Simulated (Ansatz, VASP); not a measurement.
**Si16C in VASP and in Ansatz**

```xyz
17
Lattice="0.0000 5.4300 5.4300 5.4300 0.0000 5.4300 5.4300 5.4300 0.0000" Properties=species:S:1:pos:R:3 pbc="T T T"
Si    0.0368    0.0931    0.0444
Si    1.3287    1.3865    1.5179
Si    2.6212    2.6781    0.0432
Si    4.3184    3.8253    1.1088
Si    2.7246   -0.0094    2.7929
Si    4.0321    1.3839    4.1477
Si    5.4480    2.6963    2.8286
Si    6.7607    4.1128    4.1467
Si    0.0208    2.6937    2.9712
Si    1.5097    4.1892    4.2933
Si    2.8592    5.2873    2.0616
Si    3.9574    6.6377    4.2909
Si    2.7565    2.7266    5.5800
Si    4.1303    4.0153    6.9735
Si    5.4178    5.3885    5.5782
Si    6.7529    6.8208    6.8018
C     3.0025    5.1443    3.8204
```

Alike in both runs: functional PBE; dispersion D3(BJ); k mesh 2 × 2 × 2; occupations gaussian, width 0.05 eV; collinear spin.

Ansatz relaxed the structure, and its values are those at the end. VASP's run is a single point on that final structure, the one shown.

|  | VASP | Ansatz |
| --- | --- | --- |
| version | VASP 6.6.1 | Ansatz 0.2.0 |
| potentials or method | VASP PAW PBE potentials, release 64 (Si, C), cutoff 520 eV | scalar-relativistic, plane waves, PAW |
| valence electrons in the cell | 68 | 68 |

|  | VASP | Ansatz | Ansatz less VASP |
| --- | --- | --- | --- |
| rms of the force components (eV/Å) | 0.007 | 0.007 | +0.0002 |
| net moment per atom (μB) | 0.00 | 0.00 | 0.000 |

Ansatz's warnings: filled band counts differ across k points, seeded moment not kept.

The k mesh is coarse, so the values compare programs but aren't converged.
